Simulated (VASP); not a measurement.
Here is a VASP 6.6.1 calculation.

File INCAR:

```
PREC = Accurate ; ENCUT = 520
EDIFF = 1E-6 ; ISMEAR = 0
SIGMA = 0.1 ; LREAL = False
LASPH = True ; NELM = 100
ALGO = Normal ; ISIF = 2
LWAVE = False ; LCHARG = False
GGA = PE ; NBANDS = 37
```

Contents of KPOINTS:

```
regular mesh
0
Gamma
  4 4 4
```

File POSCAR:

```
HfSi4
1.0
    0.0000000000      4.7508771300      4.7508771300
    4.7508771300      0.0000000000      4.7508771300
    4.7508771300      4.7508771300      0.0000000000
Hf Si
2 8
Direct
    0.0000000000      0.0000000000      0.0000000000
    0.2500000000      0.2500000000      0.2500000000
    0.3761259900      0.3761259900      0.3761259900
    0.3761259900      0.3761259900      0.8716220300
    0.3761259900      0.8716220300      0.3761259900
    0.8738740100      0.8738740100      0.3783779700
    0.8738740100      0.8738740100      0.8738740100
    0.8716220300      0.3761259900      0.3761259900
    0.8738740100      0.3783779700      0.8738740100
    0.3783779700      0.8738740100      0.8738740100
```

Potentials or basis: VASP PAW PBE potentials, release 64 (Hf_pv, Si).

Command:

```sh
$ cat potpaw_PBE.64/Hf_pv/POTCAR potpaw_PBE.64/Si/POTCAR > POTCAR
$ mpirun -np 1 vasp_std > vasp.out
```

(1) Estimate the pressure.

(2) What does it give for the largest force?

(3) Predict the band gap on the k mesh.

## Answers

(1) 25.4 GPa.

(2) 9.844 eV/Å.

(3) zero (bands 26 and 27 overlap by 0.24 eV).

Caveat: the cell stands under pressure; spin-orbit coupling is left out, which moves the levels of the heavy elements; forces of over 1 eV/Å act on the atoms, so gaps and moduli don't describe the material at rest.
